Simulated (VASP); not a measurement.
## BaO: single point with PBE+D3(BJ)

BaO:

```xyz
2
Lattice="0.0000 2.7600 2.7600 2.7600 0.0000 2.7600 2.7600 2.7600 0.0000" Properties=species:S:1:pos:R:3 pbc="T T T"
Ba    0.0000    0.0000    0.0000
O     2.7600    2.7600    2.7600
```

```json
{"Program": "VASP 6.6.1", "Task": "single point", "Functional": "PBE", "Dispersion": "D3(BJ)", "Potentials or basis": "VASP PAW PBE potentials, release 64 (Ba_sv, O_h)", "Cutoff": "1340 eV", "k mesh": "6 × 6 × 6", "Occupations": "gaussian, width 0.1 eV", "Spin": "no spin polarisation"}
```

```json
{
 "Pressure": "2.0 GPa",
 "Band gap on the k mesh": "1.94 eV",
 "Dispersion energy per atom": "-0.229 eV"
}
```

Levels at points of the mesh, in eV from the valence-band top:
```csv
k point,band 6,band 7,band 8,band 9,band 10,band 11
"(0.00, 0.00, 0.00)",-0.37,-0.37,-0.37,3.59,4.68,4.68
"(0.50, 0.00, 0.00)",-2.04,-1.53,-1.53,4.94,7.18,7.18
"(0.50, 0.50, 0.00)",-0.17,-0.17,0.00,1.94,6.01,8.93
```

Wall time 39 s on 1 thread of AMD EPYC 7R13 Processor (Zen 3) (shared host), peak memory 0.31 GiB.

Caveat: spin-orbit coupling is left out, which moves the levels of the heavy elements. A k mesh can miss the band edges.
